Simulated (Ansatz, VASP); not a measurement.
LiH: VASP beside Ansatz

```
Li H
1.0
     0.00000    2.04596    2.04596
     2.04596    0.00000    2.04596
     2.04596    2.04596    0.00000
Li H
1 1
Cartesian
  0.0000 0.0000 0.0000
  2.0460 2.0460 2.0460
```

Change from the starting cell: volume scaled by 1.02.

Alike in both runs: task single point; functional LDA; k mesh 11 × 11 × 11; occupations fermi-dirac, width 0.03 eV; no spin polarisation.

```csv
,VASP,Ansatz
version,VASP 6.6.1,Ansatz 0.2.0
potentials or method,"VASP PAW LDA potentials, release 64 (Li_sv, H), cutoff 520 eV","all-electron LAPW, scalar-relativistic"
```

```tsv
	VASP	Ansatz	Ansatz less VASP
gap on the k mesh at the Fermi level (eV)	2.85	2.86	+0.009
```

LDA's correlation is that of Perdew and Zunger in VASP and of Perdew and Wang (1992) in Ansatz. Ansatz ran all-electron here, and VASP with PAW potentials.

Noted on VASP's run: the cutoff is short for stress, so the pressure is rough.
